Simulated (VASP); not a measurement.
Input of a VASP 6.6.1 run:

INCAR

```
PREC = Accurate ; ENCUT = 520
EDIFF = 1E-6 ; ISMEAR = 0
SIGMA = 0.1 ; LREAL = False
LASPH = True ; NELM = 100
ALGO = Normal ; ISIF = 2
LWAVE = False ; LCHARG = False
GGA = PE ; NELECT = 99.0
NBANDS = 61
```

File KPOINTS:

```
regular mesh
0
Gamma
  9 9 9
```

POSCAR

```
W3C2
1.0
    2.5855969399      1.4927950893      5.1151185297
   -2.5855969399      1.4927950893      5.1151185297
    0.0000000000     -2.9855901786      5.1151185297
W C
6 4
Direct
    0.5763168623      0.9236831377      0.2500000000
    0.2500000000      0.5763168623      0.9236831377
    0.9236831377      0.2500000000      0.5763168623
    0.4236831377      0.0763168623      0.7500000000
    0.7500000000      0.4236831377      0.0763168623
    0.0763168623      0.7500000000      0.4236831377
    0.3389036284      0.3389036284      0.3389036284
    0.1610963716      0.1610963716      0.1610963716
    0.6610963716      0.6610963716      0.6610963716
    0.8389036284      0.8389036284      0.8389036284
```

Potentials or basis: VASP PAW PBE potentials, release 64 (W_sv, C).

The run is started by

```sh
$ cat potpaw_PBE.64/W_sv/POTCAR potpaw_PBE.64/C/POTCAR > POTCAR
$ mpirun -np 1 vasp_std > vasp.out
```

Question: What does it give for the largest force?

Answer: 0.041 eV/Å.

Forces on the atoms (eV/Å):
```
W   -0.015  0.000  0.000
W    0.007 -0.013  0.000
W    0.007  0.013  0.000
W    0.015  0.000  0.000
W   -0.007  0.013  0.000
W   -0.007 -0.013  0.000
C    0.000  0.000  0.041
C    0.000  0.000 -0.041
C    0.000  0.000 -0.041
C    0.000  0.000  0.041
```

Caveat: the cell carries a net charge on a neutralising background, which shifts energy and pressure.
